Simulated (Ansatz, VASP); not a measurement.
# MgO in VASP and in Ansatz

File INCAR:

```
PREC = Accurate ; ENCUT = 520
EDIFF = 1E-6 ; ISMEAR = 0
SIGMA = 0.01 ; LREAL = False
LASPH = True ; NELM = 80
ALGO = Normal ; ISIF = 2
LWAVE = False ; LCHARG = False
NBANDS = 11
```

Contents of KPOINTS:

```
regular mesh
0
Gamma
  10 10 10
```

The input POSCAR:

```
MgO
1.0
    0.0000000000      2.0795922133      2.0795922133
    2.0795922133      0.0000000000      2.0795922133
    2.0795922133      2.0795922133      0.0000000000
Mg O
1 1
Direct
   -0.0024043175     -0.0024043175     -0.0024043175
    0.5000000000      0.5000000000      0.5000000000
```

Input for Ansatz:

```yaml
crystal:
  lattice:
    - [0.0, 2.0795922133, 2.0795922133]
    - [2.0795922133, 0.0, 2.0795922133]
    - [2.0795922133, 2.0795922133, 0.0]
  atoms:
    - { symbol: Mg, position: [-0.002404317523, -0.002404317523, -0.002404317523] }
    - { symbol: O, position: [0.5, 0.5, 0.5] }
kpoints:
  mp_grid: { grid: [10, 10, 10] }
scf:
  occupations: { method: fixed }
  convergence: { dr2_threshold: 1.0e-10 }
hamiltonian:
  xc: lda
  pseudopotentials: { kind: all_electron, lapw: { basis_error: 0.0005 } }
output:
  forces: true
  stress: true
  eigenstates:
    kpoints:
      - [0.0, 0.0, 0.0]
      - [-0.5, 0.0, -0.5]
      - [0.0, -0.5, -0.5]
      - [-0.5, -0.5, 0.0]
      - [-0.5, 0.0, 0.0]
      - [0.0, -0.5, 0.0]
      - [0.0, 0.0, -0.5]
      - [-0.5, -0.5, -0.5]
  eigenvalues: true
```

Change from the starting cell: atom 1 moved by [-0.01, -0.01, -0.01] A.

Alike in both runs: task single point; functional LDA; k mesh 10 × 10 × 10; no spin polarisation.

|  | VASP | Ansatz |
| --- | --- | --- |
| version | VASP 6.6.1 | Ansatz 0.2.0 |
| potentials or method | VASP PAW LDA potentials, release 64 (Mg, O), cutoff 520 eV | all-electron LAPW, scalar-relativistic |
| occupations | gaussian, width 0.01 eV | fixed |

VASP gave:

```
gap on the k mesh at the Fermi level (eV) : 5.03
pressure (GPa)                            : -1.6
rms of the force components (eV/Å)        : 0.061
```

Task: Estimate Ansatz's values.

Result: gap on the k mesh at the Fermi level (eV): 5.03; pressure (GPa): 0.3; rms of the force components (eV/Å): 0.060.

LDA's correlation is that of Perdew and Zunger in VASP and of Perdew and Wang (1992) in Ansatz. Atom by atom the forces differ by 0.001 eV/Å (rms over components). Ansatz ran all-electron here, and VASP with PAW potentials.
